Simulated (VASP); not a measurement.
# Ba4Er in VASP: a series of runs, part 2 of 2

VASP 6.6.1. The steps go on from the part before.

### Step 4. Relaxation of cell and atoms, PBE

This run uses another cell than the first one, of 39.58 Å³/atom.

The input, INCAR:

```
SYSTEM = Ba4Er
PREC = Accurate ; ENCUT = 500
EDIFF = 1E-7 ; ISMEAR = 0
SIGMA = 0.2 ; LREAL = .FALSE.
LASPH = .TRUE. ; NELM = 200
ALGO = Normal ; ISIF = 3
LWAVE = .FALSE. ; LCHARG = .FALSE.
GGA = PE ; IBRION = 2
NSW = 36 ; EDIFFG = -0.08
GGA_COMPAT = .FALSE. ; NELMIN = 4
LMAXMIX = 6
```

The input, KPOINTS:

```
Automatic mesh
0
G
  3 3 3
  0 0 0
```

The input, POSCAR:

```
Ba4Er
1.0
    6.0020414700      0.0000000000      0.0000000000
    0.0000000000      6.0020414700      0.0000000000
    0.0000000000      0.0000000000      5.4936843700
Ba Er
4 1
Direct
    0.0000000000      0.5000000000      0.5000000000
    0.5000000000      0.0000000000      0.5000000000
    0.5000000000      0.5000000000      0.0000000000
    0.0000000000      0.0000000000      0.5000000000
    0.5000000000      0.5000000000      0.5000000000
```

Potentials or basis: VASP PAW PBE potentials, release 64 (Ba_sv, Er_3), 4f in core.

Started as:

```console
cat potpaw_PBE.64/Ba_sv/POTCAR potpaw_PBE.64/Er_3/POTCAR > POTCAR
mpirun -np 1 vasp_std > vasp.out
```

OUTCAR:

```text
SYSTEM = Ba4Er
   PREC = Accurate
   ENCUT = 500
   EDIFF = 1E-7
   ISMEAR = 0
   LREAL = .FALSE.
   LASPH = .TRUE.
   NELM = 200
   ISIF = 3
   GGA = PE
   IBRION = 2
   NSW = 36
   EDIFFG = -0.08
   NELMIN = 4

 ion  position               nearest neighbor table
   1  0.000  0.500  0.500-   4 3.00   5 3.00   4 3.00   5 3.00   3 4.07   3 4.07   3 4.07   3 4.07
                             2 4.24   2 4.24   2 4.24   2 4.24
   2  0.500  0.000  0.500-   4 3.00   5 3.00   5 3.00   4 3.00   3 4.07   3 4.07   3 4.07   3 4.07
                             1 4.24   1 4.24   1 4.24   1 4.24
   3  0.500  0.500  0.000-   5 2.75   5 2.75   1 4.07   1 4.07   2 4.07   2 4.07   2 4.07   2 4.07
                             1 4.07   1 4.07
   4  0.000  0.000  0.500-   1 3.00   2 3.00   1 3.00   2 3.00   5 4.24   5 4.24   5 4.24   5 4.24

   5  0.500  0.500  0.500-   3 2.75   3 2.75   1 3.00   2 3.00   2 3.00   1 3.00   4 4.24   4 4.24
                             4 4.24   4 4.24

  LATTYP: Found a simple tetragonal cell.
 ALAT       =     6.0020414700
 C/A-ratio  =     0.9153026345

  Lattice vectors:

 A1 = (   6.0020414700,   0.0000000000,   0.0000000000)
 A2 = (   0.0000000000,   6.0020414700,   0.0000000000)
 A3 = (   0.0000000000,   0.0000000000,   5.4936843700)

Analysis of symmetry for initial positions (statically):
=====================================================================
 Subroutine PRICEL returns:
 Original cell was already a primitive cell.

 Routine SETGRP: Setting up the symmetry group for a
 simple tetragonal supercell.

 Subroutine GETGRP returns: Found 16 space group operations
 (whereof 16 operations were pure point group operations)
 out of a pool of 16 trial point group operations.

The static configuration has the point symmetry D_4h.

Analysis of symmetry for dynamics (positions and initial velocities):
=====================================================================
 Subroutine PRICEL returns:
 Original cell was already a primitive cell.

 Routine SETGRP: Setting up the symmetry group for a
 simple tetragonal supercell.

 Subroutine GETGRP returns: Found 16 space group operations
 (whereof 16 operations were pure point group operations)
 out of a pool of 16 trial point group operations.

The dynamic configuration has the point symmetry D_4h.

 Subroutine INISYM returns: Found 16 space group operations
 (whereof 16 operations are pure point group operations),
 and found     1 'primitive' translations

----------------------------------------------------------------------------------------

                                     Primitive cell

  volume of cell :     197.9072

  direct lattice vectors                    reciprocal lattice vectors
     6.002041470  0.000000000  0.000000000     0.166609978  0.000000000  0.000000000
     0.000000000  6.002041470  0.000000000     0.000000000  0.166609978  0.000000000
     0.000000000  0.000000000  5.493684370     0.000000000  0.000000000  0.182027203

  length of vectors
     6.002041470  6.002041470  5.493684370     0.166609978  0.166609978  0.182027203

  position of ions in fractional coordinates (direct lattice)
     0.000000000  0.500000000  0.500000000
     0.500000000  0.000000000  0.500000000
     0.500000000  0.500000000  0.000000000
     0.000000000  0.000000000  0.500000000
     0.500000000  0.500000000  0.500000000

  ion indices of the primitive-cell ions
   primitive index   ion index
                 1           1
                 2           2
                 3           3
                 4           4
                 5           5

----------------------------------------------------------------------------------------

 KPOINTS: Automatic mesh

Automatic generation of k-mesh.
 Grid dimensions read from file:
 generate k-points for:    3    3    3

 Generating k-lattice:

  Cartesian coordinates                     Fractional coordinates (reciprocal lattice)
     0.055536659  0.000000000  0.000000000     0.333333333  0.000000000  0.000000000
     0.000000000  0.055536659  0.000000000     0.000000000  0.333333333  0.000000000
     0.000000000  0.000000000  0.060675734     0.000000000  0.000000000  0.333333333

  Length of vectors
     0.055536659  0.055536659  0.060675734

  Shift w.r.t. Gamma in fractional coordinates (k-lattice)
     0.000000000  0.000000000  0.000000000

 Subroutine IBZKPT returns following result:
 ===========================================

 Found      6 irreducible k-points:

 Following reciprocal coordinates:
            Coordinates               Weight
  0.000000  0.000000  0.000000      1.000000
  0.333333  0.000000  0.000000      4.000000
  0.333333  0.333333  0.000000      4.000000
  0.000000  0.000000  0.333333      2.000000
  0.333333  0.000000  0.333333      8.000000
  0.333333  0.333333  0.333333      8.000000
   k-points           NKPTS =      6   k-points in BZ     NKDIM =      6   number of bands    NBANDS=     29
   number of dos      NEDOS =    301   number of ions     NIONS =      5
   total plane-waves  NPLWV =  92160
   dimension x,y,z NGX =    48 NGY =   48 NGZ =   40
   dimension x,y,z NGXF=    96 NGYF=   96 NGZF=   80
   ions per type =               4   1
   NGX,Y,Z   is equivalent  to a cutoff of  13.30, 13.30, 12.10 a.u.
   NGXF,Y,Z  is equivalent  to a cutoff of  26.59, 26.59, 24.21 a.u.
 SYSTEM =  Ba4Er
   PREC   = accura    normal or accurate (medium, high low for compatibility)
   ISTART =      0    job   : 0-new  1-cont  2-samecut
   ICHARG =      2    charge: 1-file 2-atom 10-const
   ISPIN  =      1    spin polarized calculation?
   LNONCOLLINEAR =      F non collinear calculations
   LSORBIT =      F    spin-orbit coupling
   LASPH  =      T    aspherical Exc in radial PAW
   ENCUT  =  500.0 eV  36.75 Ry    6.06 a.u.  10.94 10.94 10.02*2*pi/ulx,y,z
   NELM   =    200;   NELMIN=  4; NELMDL= -5     # of ELM steps
   EDIFF  = 0.1E-06   stopping-criterion for ELM
   LREAL  =      F    real-space projection
   EDIFFG = -.8E-01   stopping-criterion for IOM
   NSW    =     36    number of steps for IOM
   IBRION =      2    ionic relax: 0-MD 1-quasi-New 2-CG
   NFREE  =      1    steps in history (QN), initial steepest desc. (CG)
   ISIF   =      3    stress and relaxation
   ISYM   =      2    0-nonsym 1-usesym 2-fastsym
   POTIM  = 0.5000    time-step for ionic-motion
   TEBEG  =    0.0;   TEEND  =   0.0 temperature during run
   PSTRESS=    0.0 pullay stress
   NELECT =      49.0000    total number of electrons
   NUPDOWN=      -1.0000    fix difference up-down
   EMIN   =  10.00;   EMAX   =-10.00  energy-range for DOS
   EFERMI =   0.00;   METHOD = LEGACY
   ISMEAR =     0;   SIGMA  =   0.20  broadening in eV -4-tet -1-fermi 0-gaus
   EFERMI_NEDOS =   21; number of points for ismear=-14 and -15
   IALGO  =     38    algorithm
   IMIX   =      4    mixing-type and parameters
     AMIX     =   0.40;   BMIX     =  1.00
     AMIX_MAG =   1.60;   BMIX_MAG =  1.00
  volume/ion in A,a.u.               =      39.58       267.11
  Fermi-wavevector in a.u.,A,eV,Ry     =   1.027984  1.942608 14.377968  1.056751
  Thomas-Fermi vector in A             =   2.161957
   LORBIT       =      0    0 simple, 1 ext, 2 COOP (PROOUT), +10 PAW based schemes
   GGA     = PE    functional components
   LHFCALC =     F    Hartree Fock is set to
   AEXX    =    0.0000 exact exchange contribution
   IVDW    =     0    specifies the selected vdW correction
   LEPSILON=     F    determine dielectric tensor
   LRPA    =     F    only Hartree local field effects (RPA)
 conjugate gradient relaxation of ions
 non-spin polarized calculation
 Gauss-broadening in eV      SIGMA  =   0.20
  energy-cutoff  :      500.00
  volume of cell :      197.91
 maximum number of plane-waves:      5044
 NGX is ok and might be reduce to    48
   NGX = 21   NGY = 21   NGZ = 21

--------------------------------------- Ionic step        1  -------------------------------------------

 number of electron      49.0000002 magnetization

 Free energy of the ion-electron system (eV)
  ---------------------------------------------------
  ext. energy  EPLUGINS =         0.00000000
  ---------------------------------------------------
  free energy    TOTEN  =        -4.65396016 eV

  energy without entropy =       -4.50564301  energy(sigma->0) =       -4.57980158

 E-fermi :   2.9261     XC(G=0):  -8.7115

 val. band max:        2.9180732266   @ k =   0.0000   0.0000   0.0000
 cond. band min:       2.9338277095   @ k =   0.3333   0.0000   0.0000
 fundamental gap:      0.0157544829
 Fermi energy:         2.9261158564

 k-point     1 :       0.0000    0.0000    0.0000
  band No.  band energies     occupation
      1     -26.4531      2.00000
      2     -25.4946      2.00000
      3     -25.1977      2.00000
      4     -25.0856      2.00000
      5     -22.1160      2.00000
      6     -21.8252      2.00000
[... 490 lines left out ...]
  energy  without entropy=       -8.1670015957  energy(sigma->0) =       -8.28319963

--------------------------------------- Ionic step        9  -------------------------------------------

 number of electron      48.9999993 magnetization

 Free energy of the ion-electron system (eV)
  ---------------------------------------------------
  ext. energy  EPLUGINS =         0.00000000
  ---------------------------------------------------
  free energy    TOTEN  =        -8.41740463 eV

  energy without entropy =       -8.18470858  energy(sigma->0) =       -8.30105660

 E-fermi :   0.5887     XC(G=0):  -6.5584

 val. band max:        0.5790106489   @ k =   0.0000   0.0000   0.0000
 cond. band min:       0.5964747847   @ k =   0.3333   0.0000   0.0000
 fundamental gap:      0.0174641359
 Fermi energy:         0.5887352660

 k-point     1 :       0.0000    0.0000    0.0000
  band No.  band energies     occupation
      1     -28.7669      2.00000
      2     -28.2634      2.00000
      3     -28.1777      2.00000
      4     -28.1667      2.00000
      5     -24.9943      2.00000
      6     -24.9777      2.00000
[... 213 lines left out ...]
  FREE ENERGIE OF THE ION-ELECTRON SYSTEM (eV)
  ---------------------------------------------------
  free  energy   TOTEN  =        -8.4174046265 eV

  energy  without entropy=       -8.1847085808  energy(sigma->0) =       -8.30105660

 reached required accuracy - stopping structural energy minimisation
```

Run time: 4.8 min. Hardware: 1 thread of Intel Xeon Platinum 8488C (Sapphire Rapids), shared host; peak memory 0.31 GiB.

What came out:

| Property | Result |
| --- | --- |
| Free energy | -8.4174 eV |
| Relaxed volume | 74.81 Å³/atom |
| Relaxed cell | a = 7.360 Å, b = 7.360 Å, c = 6.905 Å, α = 90.00°, β = 90.00°, γ = 90.00° |
| Space group after relaxing (to 0.1 Å) | P4/mmm (No. 123) |
| Energy gained by relaxing | 752.7 meV/atom |
| Ionic steps | 9 |
| Pressure after relaxing | 0.1 GPa |
| Band gap on the k mesh | zero (an odd number of electrons rules out a gap without spin polarisation) |

Step by step:
| step | energy change (eV) | largest force (eV/Å) | pressure (GPa) | volume (Å³) |
| --- | --- | --- | --- | --- |
| 1 | 0.0000 | 0.0000 | 11.09 | 197.91 |
| 2 | -3.1837 | 0.0000 | 2.37 | 287.13 |
| 3 | -3.6322 | 0.0000 | 0.84 | 334.17 |
| 4 | -3.5242 | 0.0000 | -0.78 | 443.05 |
| 5 | -3.7256 | 0.0000 | -0.05 | 378.17 |
| 6 | -3.7267 | 0.0000 | 0.03 | 373.36 |
| 7 | -3.7257 | 0.0000 | 0.10 | 369.11 |
| 8 | -3.7454 | 0.0000 | 0.11 | 370.70 |
| 9 | -3.7634 | 0.0000 | 0.13 | 374.06 |

Final structure:
```
Ba Er
1.0
     7.36016    0.00000    0.00000
     0.00000    7.36016    0.00000
     0.00000    0.00000    6.90501
Ba Er
4 1
Direct
  0.00000 0.50000 0.50000
  0.50000 0.00000 0.50000
  0.50000 0.50000 0.00000
  0.00000 0.00000 0.50000
  0.50000 0.50000 0.50000
```

Levels at points of the mesh, in eV from the Fermi level:
```tsv
k point	band 21	band 22	band 23	band 24	band 25	band 26	band 27	band 28	band 29
(0.00, 0.00, 0.00)	-0.97	-0.77	-0.45	-0.45	-0.13	-0.01	0.06	0.41	0.86
```

Caveat: the k points lie up to 0.30 Å⁻¹ apart in the final cell, too coarse for converged energies and pressures of a metal; the volume moved by over 15 % at a fixed basis, so the end points are rough; spin-orbit coupling is left out, which moves the levels of the heavy elements; the 4f electrons are frozen in the core, so they carry no moment and show no levels.

### Step 5. Relaxation of cell and atoms, PBE

This run uses another cell than the first one, of 42.43 Å³/atom.

The input, INCAR:

```
PREC = Accurate
ENCUT = 500
EDIFF = 1E-7
ISMEAR = 0
SIGMA = 0.2
LREAL = F
LASPH = T
NELM = 200
ALGO = Normal
ISIF = 3
LWAVE = F
LCHARG = F
GGA = PE
IBRION = 2
NSW = 36
EDIFFG = -0.08
GGA_COMPAT = F
NELMIN = 4
LMAXMIX = 6
```

The input, KPOINTS:

```
Automatic mesh
0
Gamma
  3 3 3
```

The input, POSCAR:

```
Ba4Er
1.0
    5.5664109900      0.0000000000      0.0000000000
    0.0000000000      5.5664109900      0.0000000000
    0.0000000000      0.0000000000      6.8474501400
Ba Er
4 1
Direct
    0.0000000000      0.5000000000      0.2131141900
    0.5000000000      0.0000000000      0.2131141900
    0.0000000000      0.5000000000      0.7868858100
    0.5000000000      0.0000000000      0.7868858100
    0.5000000000      0.5000000000      0.0000000000
```

Started as:

```console
cat potpaw_PBE.64/Ba_sv/POTCAR potpaw_PBE.64/Er_3/POTCAR > POTCAR
mpirun -np 1 vasp_std > vasp.out
```

Run time: 5.5 min. Hardware: 1 thread of Intel Xeon Platinum 8488C (Sapphire Rapids), shared host; peak memory 0.31 GiB.

The run converged. Its results:

| Property | Result |
| --- | --- |
| Free energy | -9.5365 eV |
| Relaxed volume | 66.10 Å³/atom |
| Relaxed cell | a = 6.218 Å, b = 6.218 Å, c = 8.549 Å, α = 90.00°, β = 90.00°, γ = 90.00° |
| Space group after relaxing (to 0.1 Å) | P4/mmm (No. 123) |
| Energy gained by relaxing | 661.8 meV/atom |
| Ionic steps | 11 |
| Pressure after relaxing | 0.0 GPa |
| Largest force after relaxing | 0.011 eV/Å |
| Band gap on the k mesh | zero (an odd number of electrons rules out a gap without spin polarisation) |

Forces on the atoms (eV/Å):
```
Ba   0.000  0.000 -0.011
Ba   0.000  0.000 -0.011
Ba   0.000  0.000  0.011
Ba   0.000  0.000  0.011
Er   0.000  0.000  0.000
```

Stress tensor (GPa, compression positive):
```
-0.06  0.00  0.00
 0.00 -0.06  0.00
 0.00  0.00  0.12
```

The path:
```
step  energy change (eV)  largest force (eV/Å)  pressure (GPa)  volume (Å³)
   1              0.0000                2.7661            8.88       212.17
   2             -2.9959                0.4814            1.41       292.20
   3             -3.1928                0.3075            0.69       313.85
   4             -3.2598                0.0343           -0.45       360.10
   5             -3.2832                0.1205           -0.10       343.51
   6             -3.2824                0.1365           -0.03       340.49
   7             -3.2859                0.1325           -0.01       338.93
   8             -3.2942                0.1155            0.06       334.26
   9             -3.2996                0.0730            0.20       325.05
  10             -3.3038                0.0522            0.15       326.43
  11             -3.3088                0.0113            0.00       330.52
```

Final structure:
```xyz
5
Lattice="6.2178 0.0000 0.0000 0.0000 6.2178 0.0000 0.0000 0.0000 8.5492" Properties=species:S:1:pos:R:3 pbc="T T T"
Ba    0.0000    3.1089    2.1609
Ba    3.1089    0.0000    2.1609
Ba    6.2178    3.1089    6.3883
Ba    3.1089    6.2178    6.3883
Er    3.1089    3.1089    0.0000
```

Levels at points of the mesh, in eV from the Fermi level:
| k point | band 22 | band 23 | band 24 | band 25 | band 26 | band 27 |
| --- | --- | --- | --- | --- | --- | --- |
| (0.00, 0.00, 0.00) | -0.85 | -0.33 | -0.22 | -0.19 | 0.14 | 0.14 |

Caveat: the k points lie up to 0.34 Å⁻¹ apart in the final cell, too coarse for converged energies and pressures of a metal; the volume moved by over 15 % at a fixed basis, so the end points are rough; spin-orbit coupling is left out, which moves the levels of the heavy elements; the 4f electrons are frozen in the core, so they carry no moment and show no levels. Spin polarisation is off, so any magnetic state and its effect on volume and gap are missing.

### Step 6. Summary

| task | cell | k mesh | smearing | gap on the mesh (eV) | pressure (GPa) | relaxed volume (Å³/atom) | largest force (eV/Å) |
| --- | --- | --- | --- | --- | --- | --- | --- |
| single point | a = 8.597, b = 8.597, c = 4.035 Å, 5 atoms, atomic positions A | 3 × 3 × 4 | gaussian 0.2 eV | none | 0.3 | - | 0.04 |
| single point | a = 8.597, b = 8.597, c = 4.035 Å, 5 atoms, atomic positions B | 2 × 2 × 4 | gaussian 0.1 eV | none | 0.2 | - | 0.11 |
| relaxation of cell and atoms | relaxed from a = 6.002, b = 6.002, c = 5.494 Å, 5 atoms, atomic positions C | 3 × 3 × 3 | gaussian 0.2 eV | none | 0.1 | 74.81 | - |
| relaxation of cell and atoms | relaxed from a = 5.566, b = 5.566, c = 6.847 Å, 5 atoms, atomic positions D | 3 × 3 × 3 | gaussian 0.2 eV | none | 0.0 | 66.10 | 0.01 |

Alike in all rows: level PBE; potentials or basis VASP PAW PBE potentials, release 64 (Ba_sv, Er_3), 4f in core; no spin polarisation; cutoff (eV) 500.

Caveats: all runs use coarse meshes; spin-orbit coupling is left out, which moves the levels of the heavy elements; the 4f electrons are frozen in the core, so they carry no moment and show no levels; the volume moved by over 15 % at a fixed basis, so the end points are rough (at least some runs).

Total energies depend on the potentials used, so only differences within one code and one set of settings carry meaning.

The gap in the log of VASP goes by the Fermi energy; the results here count the filled bands.